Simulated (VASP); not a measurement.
A run of VASP 6.6.1 is set up as follows.

POSCAR

```
NaCl
1.0
    0.0000000000      2.8039805846      2.8039805846
    2.8039805846      0.0000000000      2.8039805846
    2.8039805846      2.8039805846      0.0000000000
Na Cl
1 1
Direct
    0.0000000000      0.0000000000      0.0000000000
    0.5000000000      0.5000000000      0.5000000000
```

Contents of INCAR.step1:

```
SYSTEM = NaCl
PREC     = Accurate       ! precision mode
ENCUT    = 520            ! plane-wave cutoff, eV
ISMEAR   = 0              ! smearing method
SIGMA    = 0.02           ! smearing width, eV
LREAL    = .False.        ! projectors in reciprocal space
LASPH    = .True.         ! aspherical terms in the spheres
NELM     = 80             ! most SCF steps
NBANDS   = 14             ! bands
GGA      = PE             ! functional
ALGO     = Normal         ! electronic algorithm
EDIFF    = 1E-4           ! SCF threshold, eV
LWAVE    = .True.         ! write WAVECAR
LCHARG   = .False.        ! write CHGCAR
```

File INCAR.step2:

```
SYSTEM = NaCl
PREC     = Accurate       ! precision mode
ENCUT    = 520            ! plane-wave cutoff, eV
EDIFF    = 1E-7           ! SCF threshold, eV
ISMEAR   = 0              ! smearing method
SIGMA    = 0.02           ! smearing width, eV
LREAL    = .False.        ! projectors in reciprocal space
LASPH    = .True.         ! aspherical terms in the spheres
NELM     = 80             ! most SCF steps
ALGO     = Normal         ! electronic algorithm
ISIF     = 2              ! what is computed and relaxed
LWAVE    = .False.        ! write WAVECAR
LCHARG   = .False.        ! write CHGCAR
METAGGA  = R2SCAN         ! meta-GGA
LMIXTAU  = .True.       
NBANDS   = 14             ! bands
ISTART   = 1
```

The input KPOINTS:

```
regular mesh
0
Gamma
  8 8 8
  0 0 0
```

Potentials or basis: VASP PAW PBE potentials, release 64 (Na_pv, Cl).

Run with:

```bash
$ cat potpaw_PBE.64/Na_pv/POTCAR potpaw_PBE.64/Cl/POTCAR > POTCAR
$ cp INCAR.step1 INCAR
$ mpirun -np 1 vasp_std > vasp.out
$ cp INCAR.step2 INCAR
$ mpirun -np 1 vasp_std > vasp.out
```

(1) Predict the pressure.

(2) Predict the band gap on the k mesh.

## Answers

(1) -0.2 GPa.

(2) 5.99 eV.

Caveat: the PAW data sets were made with another functional, which shifts forces and pressure a little.
